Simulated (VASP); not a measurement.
# CsI in VASP: notebook, part 2 of 2

VASP 6.6.1. Earlier steps stand in the parts before.

**4. Single point, HSE06**

Input file POSCAR:

```
CsI
1.0
    4.6654671083      0.0000000000      0.0000000000
    0.0000000000      4.6654671083      0.0000000000
    0.0000000000      0.0000000000      4.6654671083
Cs I
1 1
Direct
    0.0000000000      0.0000000000      0.0000000000
    0.5000000000      0.5000000000      0.5000000000
```

Input file INCAR.step1:

```
PREC = Accurate
ENCUT = 400
EDIFF = 1E-5
ISMEAR = 0
SIGMA = 0.05
LREAL = False
LASPH = True
NELM = 120
ALGO = Normal
ISIF = 2
LWAVE = True
LCHARG = False
GGA = PE
NBANDS = 15
GGA_COMPAT = False
```

Input file INCAR.step2:

```
PREC = Accurate
ENCUT = 400
EDIFF = 1E-6
ISMEAR = 0
SIGMA = 0.05
LREAL = False
LASPH = True
NELM = 120
ALGO = Normal
ISIF = 2
LWAVE = False
LCHARG = False
GGA = PE
LHFCALC = True
HFSCREEN = 0.2079
PRECFOCK = Normal
ISTART = 1
NBANDS = 15
GGA_COMPAT = False
```

Input file KPOINTS:

```
regular mesh
0
Gamma
  4 4 4
```

Potentials or basis: VASP PAW PBE potentials, release 64 (Cs_sv, I).

Command:

```console
$ cat potpaw_PBE.64/Cs_sv/POTCAR potpaw_PBE.64/I/POTCAR > POTCAR
$ cp INCAR.step1 INCAR
$ mpirun -np 1 vasp_std > vasp.out
$ cp INCAR.step2 INCAR
$ mpirun -np 1 vasp_std > vasp.out
```

OUTCAR:

```text
PREC = Accurate
   ENCUT = 400
   EDIFF = 1E-6
   ISMEAR = 0
   LREAL = False
   LASPH = True
   NELM = 120
   ISIF = 2
   GGA = PE
   LHFCALC = True
   HFSCREEN = 0.2079
   PRECFOCK = Normal
   ISTART = 1

 ion  position               nearest neighbor table
   1  0.000  0.000  0.000-
   2  0.500  0.500  0.500-

  LATTYP: Found a simple cubic cell.
 ALAT       =     4.6654671083

  Lattice vectors:

 A1 = (   4.6654671083,   0.0000000000,   0.0000000000)
 A2 = (   0.0000000000,   4.6654671083,   0.0000000000)
 A3 = (   0.0000000000,   0.0000000000,   4.6654671083)

Analysis of symmetry for initial positions (statically):
=====================================================================
 Subroutine PRICEL returns:
 Original cell was already a primitive cell.

 Routine SETGRP: Setting up the symmetry group for a
 simple cubic supercell.

 Subroutine GETGRP returns: Found 48 space group operations
 (whereof 48 operations were pure point group operations)
 out of a pool of 48 trial point group operations.

[... 165 lines left out ...]
      2     -11.7095      2.00000
      3      -7.8862      2.00000
      4      -7.8862      2.00000
      5      -7.8862      2.00000
      6      -0.3548      2.00000
      7      -0.3548      2.00000
      8      -0.3548      2.00000
      9       4.4036      0.00000
     10       4.9837      0.00000
     11       4.9837      0.00000
     12       8.5740      0.00000
     13       8.5740      0.00000
     14       8.5740      0.00000
[... 149 lines left out ...]
      2     -11.4465      2.00000
      3      -8.0992      2.00000
      4      -8.0992      2.00000
      5      -8.0992      2.00000
      6      -1.4802      2.00000
      7      -1.4802      2.00000
      8      -1.4802      2.00000
      9       7.7367      0.00000
     10       7.7367      0.00000
     11       7.7367      0.00000
     12       8.5186      0.00000
     13       8.5186      0.00000
     14       8.5186      0.00000
     15      10.5811      0.00000

------------------------ aborting loop because EDIFF is reached ----------------------------------------

  FORCE on cell =-STRESS in cart. coord.  units (eV):
  Direction    XX          YY          ZZ          XY          YZ          ZX
  --------------------------------------------------------------------------------------
  -------------------------------------------------------------------------------------
  Total       -0.1241635     -0.1241635     -0.1241635     -0.0000000     -0.0000000      0.0000000
  in kB       -1.9589304     -1.9589304     -1.9589304     -0.0000000     -0.0000000      0.0000000
  external PRESSURE =      -1.9589304 kB  Pullay stress =       0.0000000 kB

 VOLUME and BASIS-vectors are now :
 -----------------------------------------------------------------------------
  energy-cutoff  :      400.00
  volume of cell :      101.55
      direct lattice vectors                 reciprocal lattice vectors
     4.665467108  0.000000000  0.000000000     0.214340810  0.000000000  0.000000000
     0.000000000  4.665467108  0.000000000     0.000000000  0.214340810  0.000000000
     0.000000000  0.000000000  4.665467108     0.000000000  0.000000000  0.214340810

 POSITION                                       TOTAL-FORCE (eV/Angst)
 -----------------------------------------------------------------------------------
      0.00000      0.00000      0.00000         0.000000      0.000000      0.000000
      2.33273      2.33273      2.33273         0.000000      0.000000      0.000000
 -----------------------------------------------------------------------------------
    total drift:                               -0.000002     -0.000001     -0.000001

  FREE ENERGIE OF THE ION-ELECTRON SYSTEM (eV)
  ---------------------------------------------------
  free  energy   TOTEN  =        -6.3090386638 eV

  energy  without entropy=       -6.3090386638  energy(sigma->0) =       -6.30903866
```

OSZICAR.step1:

```text
N       E                     dE             d eps       ncg     rms          rms(c)
DAV:   1     0.799571014331E+02    0.79957E+02   -0.51492E+03   300   0.709E+02
DAV:   2     0.505880051551E+00   -0.79451E+02   -0.74589E+02   446   0.134E+02
DAV:   3    -0.551747251425E+01   -0.60234E+01   -0.60048E+01   398   0.406E+01
DAV:   4    -0.559440917155E+01   -0.76937E-01   -0.76930E-01   395   0.561E+00
DAV:   5    -0.559530422438E+01   -0.89505E-03   -0.89504E-03   413   0.584E-01    0.157E+00
DAV:   6    -0.546418376204E+01    0.13112E+00   -0.10385E-01   370   0.154E+00    0.109E+00
DAV:   7    -0.543654242867E+01    0.27641E-01   -0.10519E-01   377   0.152E+00    0.626E-01
DAV:   8    -0.544093882237E+01   -0.43964E-02   -0.14373E-02   328   0.626E-01    0.135E-01
DAV:   9    -0.544061812064E+01    0.32070E-03   -0.65036E-04   391   0.126E-01    0.545E-02
DAV:  10    -0.544072446874E+01   -0.10635E-03   -0.27672E-04   321   0.912E-02    0.336E-02
DAV:  11    -0.544072019019E+01    0.42786E-05   -0.76993E-06   311   0.148E-02
   1 F= -.54407202E+01 E0= -.54407202E+01  d E =-.586432E-11
```

It took 9.2 min on 1 thread of Intel Xeon 8259CL, shared host; peak memory 0.28 GiB.

Results:

```yaml
Free_energy: -6.3090 eV
Pressure: -0.2 GPa
Band_gap_on_the_k_mesh: 4.65 eV (least direct gap 4.76 eV)
```

Caveat: the PAW data sets were made with another functional, which shifts forces and pressure a little; spin-orbit coupling is left out, which moves the levels of the heavy elements. A k mesh can miss the band edges.

**5. Single point, PBE, non-collinear spin, zero start, spin-orbit coupling**

Input file INCAR:

```
SYSTEM = CsI
PREC = Accurate
ENCUT = 500
EDIFF = 1E-6
ISMEAR = 0
SIGMA = 0.05
LREAL = .FALSE.
LASPH = .TRUE.
NELM = 200
ALGO = Normal
ISIF = 2
LWAVE = .FALSE.
LCHARG = .TRUE.
LNONCOLLINEAR = .TRUE.
MAGMOM = 0 0 0 0 0 0
LORBIT = 11
LSORBIT = .TRUE.
GGA_COMPAT = .FALSE.
LORBMOM = .TRUE.
GGA = PE
LVHAR = .TRUE.
NBANDS = 28
```

Input file KPOINTS:

```
Automatic mesh
0
G
  8 8 8
  0 0 0
```

POSCAR is that of step 4.

Potentials or basis: VASP PAW PBE potentials, release 64 (Cs_sv, I).

Command:

```console
$ cat potpaw_PBE.64/Cs_sv/POTCAR potpaw_PBE.64/I/POTCAR > POTCAR
$ mpirun -np 1 vasp_ncl > vasp.out
```

OUTCAR:

```text
SYSTEM = CsI
   PREC = Accurate
   ENCUT = 500
   EDIFF = 1E-6
   ISMEAR = 0
   LREAL = .FALSE.
   LASPH = .TRUE.
   NELM = 200
   ISIF = 2
   LNONCOLLINEAR = .TRUE.
   LORBIT = 11
   LSORBIT = .TRUE.
   GGA = PE

 ion  position               nearest neighbor table
   1  0.000  0.000  0.000-
   2  0.500  0.500  0.500-

  LATTYP: Found a simple cubic cell.
 ALAT       =     4.6654671083

  Lattice vectors:

 A1 = (   4.6654671083,   0.0000000000,   0.0000000000)
 A2 = (   0.0000000000,   4.6654671083,   0.0000000000)
 A3 = (   0.0000000000,   0.0000000000,   4.6654671083)

Analysis of symmetry for initial positions (statically):
=====================================================================
 Subroutine PRICEL returns:
 Original cell was already a primitive cell.

 Routine SETGRP: Setting up the symmetry group for a
 simple cubic supercell.

 Subroutine GETGRP returns: Found 48 space group operations
 (whereof 48 operations were pure point group operations)
 out of a pool of 48 trial point group operations.

The static configuration has the point symmetry O_h .

Analysis of symmetry for dynamics (positions and initial velocities):
=====================================================================
[... 1008 lines left out ...]
     0.0000000     0.0000000     0.0000000     0.0000000     0.0000000     0.0000000     0.0000000
     0.0000000     0.0000000     0.0000000     0.0000000     0.0000000     0.0000000     0.0000000
     0.0000000     0.0000000     0.0000000     0.0000000     0.0000000     0.0000000     0.0000000

 Ion:    2  E_soc:     -0.2528796
 l=   1
     0.0000000    -0.0421410    -0.0421410
    -0.0421410     0.0000000    -0.0421410
    -0.0421410    -0.0421410     0.0000000
 l=   2
     0.0000000    -0.0000007     0.0000000    -0.0000007    -0.0000049
    -0.0000007     0.0000000    -0.0000037    -0.0000007    -0.0000012
     0.0000000    -0.0000037     0.0000000    -0.0000037     0.0000000
    -0.0000007    -0.0000007    -0.0000037     0.0000000    -0.0000012
    -0.0000049    -0.0000012     0.0000000    -0.0000012     0.0000000
 l=   3
     0.0000000     0.0000000     0.0000000     0.0000000     0.0000000     0.0000000     0.0000000
     0.0000000     0.0000000     0.0000000     0.0000000     0.0000000     0.0000000     0.0000000
     0.0000000     0.0000000     0.0000000     0.0000000     0.0000000     0.0000000     0.0000000
     0.0000000     0.0000000     0.0000000     0.0000000     0.0000000     0.0000000     0.0000000
     0.0000000     0.0000000     0.0000000     0.0000000     0.0000000     0.0000000     0.0000000
     0.0000000     0.0000000     0.0000000     0.0000000     0.0000000     0.0000000     0.0000000
     0.0000000     0.0000000     0.0000000     0.0000000     0.0000000     0.0000000     0.0000000

 total charge

# of ion       s       p       d       tot
------------------------------------------
    1        1.835   4.703   0.025   6.563
    2        1.495   2.830   0.002   4.327
--------------------------------------------------
tot          3.330   7.533   0.026  10.890

 magnetization (x)

# of ion       s       p       d       tot
------------------------------------------
    1        0.000   0.000  -0.000   0.000
    2       -0.000   0.000  -0.000  -0.000
--------------------------------------------------
tot         -0.000   0.000  -0.000   0.000

 magnetization (y)

# of ion       s       p       d       tot
------------------------------------------
    1        0.000  -0.000   0.000   0.000
    2       -0.000   0.000  -0.000   0.000
--------------------------------------------------
tot         -0.000   0.000   0.000   0.000

 magnetization (z)

# of ion       s       p       d       tot
------------------------------------------
    1        0.000   0.000   0.000   0.000
    2        0.000   0.000   0.000   0.000
--------------------------------------------------
tot          0.000   0.000   0.000   0.000
```

OSZICAR:

```text
N       E                     dE             d eps       ncg     rms          rms(c)
DAV:   1     0.963858609488E+02    0.96386E+02   -0.58052E+03  1960   0.899E+02
DAV:   2     0.382892823701E+01   -0.92557E+02   -0.87341E+02  2664   0.156E+02
DAV:   3    -0.572322562673E+01   -0.95522E+01   -0.95125E+01  2556   0.551E+01
DAV:   4    -0.588503344992E+01   -0.16181E+00   -0.16174E+00  2332   0.847E+00
DAV:   5    -0.588765728138E+01   -0.26238E-02   -0.26238E-02  2440   0.109E+00    0.337E+00
DAV:   6    -0.575462413303E+01    0.13303E+00   -0.11056E-01  2328   0.168E+00    0.213E+00
DAV:   7    -0.572792141365E+01    0.26703E-01   -0.71942E-02  2404   0.124E+00    0.162E+00
DAV:   8    -0.572916604817E+01   -0.12446E-02   -0.14300E-02  2424   0.633E-01    0.545E-01
DAV:   9    -0.573088558633E+01   -0.17195E-02   -0.46859E-03  2092   0.399E-01    0.165E-01
DAV:  10    -0.573085642699E+01    0.29159E-04   -0.10487E-04  2404   0.591E-02    0.101E-01
DAV:  11    -0.573095136118E+01   -0.94934E-04   -0.12099E-04  2104   0.561E-02    0.640E-02
DAV:  12    -0.573099560408E+01   -0.44243E-04   -0.56525E-05  2056   0.546E-02    0.216E-02
DAV:  13    -0.573099584873E+01   -0.24465E-06   -0.24797E-06  2428   0.728E-03
   1 F= -.57309958E+01 E0= -.57309958E+01  d E =-.191223E-12  mag=     0.0000     0.0000     0.0000
```

Wall time 4.2 min (1 thread of Intel Xeon 8259CL, shared host); peak memory 0.46 GiB.

Results:

```
Free energy                                           : -5.7310 eV
Pressure                                              : 0.0 GPa
Net moment                                            : 0.00 μB per cell
Valence electrons inside the program's atomic spheres : Cs 6.56; I 4.33
```

Moments on the atoms (μB; x, y, z):
```
Cs  0.00 0.00 0.00
I   0.00 0.00 0.00
```

**6. Single point, r2SCAN**

Input file POSCAR:

```
CsI
1.0
    4.6654673611      0.0000000000      0.0000000000
    0.0000000000      4.6654673611      0.0000000000
    0.0000000000      0.0000000000      4.6654673611
Cs I
1 1
Direct
    0.0000000000      0.0000000000      0.0000000000
    0.5000000000      0.5000000000      0.5000000000
```

Input file INCAR.step1:

```
SYSTEM = CsI
PREC = Accurate
ENCUT = 550
ISMEAR = 0
SIGMA = 0.05
LREAL = .False.
LASPH = .True.
NELM = 120
NBANDS = 15
GGA = PE
ALGO = Normal
EDIFF = 1E-5
LWAVE = .True.
LCHARG = .False.
GGA_COMPAT = .False.
```

Input file INCAR.step2:

```
SYSTEM = CsI
PREC = Accurate
ENCUT = 550
EDIFF = 1E-6
ISMEAR = 0
SIGMA = 0.05
LREAL = .False.
LASPH = .True.
NELM = 120
ALGO = Normal
ISIF = 2
LWAVE = .False.
LCHARG = .True.
METAGGA = R2SCAN
LMIXTAU = .True.
LELF = .True.
LVHAR = .True.
NBANDS = 15
ISTART = 1
GGA_COMPAT = .False.
```

Input file KPOINTS:

```
Automatic mesh
0
Gamma
  8 8 8
  0 0 0
```

Potentials or basis: VASP PAW PBE potentials, release 64 (Cs_sv, I).

Command:

```console
$ cat potpaw_PBE.64/Cs_sv/POTCAR potpaw_PBE.64/I/POTCAR > POTCAR
$ cp INCAR.step1 INCAR
$ mpirun -np 1 vasp_std > vasp.out
$ cp INCAR.step2 INCAR
$ mpirun -np 1 vasp_std > vasp.out
```

It took 84 s on 1 thread of AMD EPYC 9R45 (Zen 5), shared host; peak memory 0.21 GiB.

Results (log left out):

| Property | Result |
| --- | --- |
| Free energy | -53.1224 eV |
| Pressure | -0.4 GPa |
| Band gap on the k mesh | 4.37 eV (least direct gap 4.47 eV) |

Levels at points of the mesh, in eV from the valence-band top:
```tsv
k point	band 5	band 6	band 7	band 8	band 9	band 10	band 11	band 12
(0.00, 0.00, 0.00)	-7.38	-0.10	-0.10	-0.10	4.37	4.70	4.70	8.27
(0.50, 0.00, 0.00)	-7.33	-1.40	-0.21	-0.21	5.67	6.86	7.06	7.38
(0.50, 0.50, 0.00)	-7.30	-0.83	-0.83	0.00	4.76	5.48	6.65	6.65
(0.50, 0.50, 0.50)	-7.59	-1.17	-1.17	-1.17	7.54	7.54	7.54	8.23
```

Caveat: the PAW data sets were made with another functional, which shifts forces and pressure a little; spin-orbit coupling is left out, which moves the levels of the heavy elements.

**7. Summary**

| level | spin | cell | k mesh | cutoff (eV) | grid for exact exchange (PRECFOCK) | share of exact exchange | screening parameter | gap on the mesh (eV) | pressure (GPa) |
| --- | --- | --- | --- | --- | --- | --- | --- | --- | --- |
| r2SCAN | off | as given, atomic positions A | 8 × 8 × 8 | 550 | - | - | - | 4.37 | -0.4 |
| PBE | off | as given, atomic positions B | 8 × 8 × 8 | 500 | - | - | - | 3.68 | 0.0 |
| HSE06 | off | as given, atomic positions A | 4 × 4 × 4 | 400 | Normal | 0.25 | 0.2079 1/Å | 4.65 | -0.2 |
| PBE | non-collinear, zero start, SOC | as given, atomic positions A | 8 × 8 × 8 | 500 | - | - | - | - | 0.0 |

Alike in all rows: task single point; potentials or basis VASP PAW PBE potentials, release 64 (Cs_sv, I); smearing gaussian 0.05 eV.

The pressure there spans -0.4 GPa (r2SCAN) to 0.0 GPa (PBE); a positive pressure means that this level wants a larger cell, a negative one a smaller.

Caveats: spin-orbit coupling is left out, which moves the levels of the heavy elements (at least some runs); the PAW data sets were made with another functional, which shifts forces and pressure a little (at least some runs).

Total energies depend on the potentials used, so only differences within one code and one set of settings carry meaning.
